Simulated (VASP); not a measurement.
Input of a VASP 6.6.1 run:

INCAR

```
  PREC = Accurate
  ENCUT = 520
  EDIFF = 1E-6
  ISMEAR = -1
  SIGMA = 0.02
  LREAL = False
  LASPH = True
  NELM = 100
  ALGO = Normal
  ISIF = 2
  LWAVE = False
  LCHARG = False
  GGA = PS
  NBANDS = 24
```

The input KPOINTS:

```
Automatic mesh
0
Gamma
  6 6 4
```

Contents of POSCAR:

```
BaTe
1.0
    5.8799734554      0.0000000000      0.0000000000
   -2.9399867277      5.0922063860      0.0000000000
    0.0000000000      0.0000000000      6.8827909985
Ba Te
2 2
Direct
    0.3333333333      0.6666666667      0.2500000000
    0.6666666667      0.3333333333      0.7500000000
    0.6666666667      0.3333333333      0.2500000000
    0.3333333333      0.6666666667      0.7500000000
```

Potentials or basis: VASP PAW PBE potentials, release 64 (Ba_sv, Te).

Run with:

```console
$ cat potpaw_PBE.64/Ba_sv/POTCAR potpaw_PBE.64/Te/POTCAR > POTCAR
$ mpirun -np 1 vasp_std > vasp.out
```

Predict the pressure.

0.3 GPa.

Predict the band gap on the k mesh.

1.72 eV, indirect (least direct gap 2.02 eV).

Stress tensor (GPa, compression positive):
```
0.27 0.00 0.00
0.00 0.27 0.00
0.00 0.00 0.38
```

Caveat: the PAW data sets were made with another functional, which shifts forces and pressure a little; spin-orbit coupling is left out, which moves the levels of the heavy elements. As with any semilocal functional, this PBEsol gap is likely too small.
